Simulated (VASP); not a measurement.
Input of a VASP 6.6.1 run:

File INCAR:

```
  PREC = Accurate
  ENCUT = 520
  EDIFF = 1E-6
  ISMEAR = 0
  SIGMA = 0.15
  LREAL = F
  LASPH = T
  NELM = 60
  ALGO = Fast
  ISIF = 2
  LWAVE = F
  LCHARG = F
  GGA = CA
  NBANDS = 12
```

The input KPOINTS:

```
regular mesh
0
Gamma
  22 22 22
```

POSCAR

```
Ti
1.0
    0.0000000000      1.9964287571      1.8480941004
    1.9964287571      0.0000000000      1.8480941004
    1.9964287571      1.9964287571      0.0000000000
Ti
1
Direct
    0.0000000000      0.0000000000      0.0000000000
```

Potentials or basis: VASP PAW LDA potentials, release 64 (Ti_sv).

Command:

```sh
$ cat potpaw_LDA.64/Ti_sv/POTCAR > POTCAR
$ mpirun -np 1 vasp_std > vasp.out
```

**Question.** Predict the pressure.

**Answer.** 11.3 GPa.

**Question.** Estimate the band gap on the k mesh.

**Answer.** Zero (band 6 reaches 10.77 eV, above the bottom of band 7 at 9.15 eV).

Stress tensor (GPa, compression positive):
```
10.62  0.00  0.00
 0.00 10.62  0.00
 0.00  0.00 12.80
```
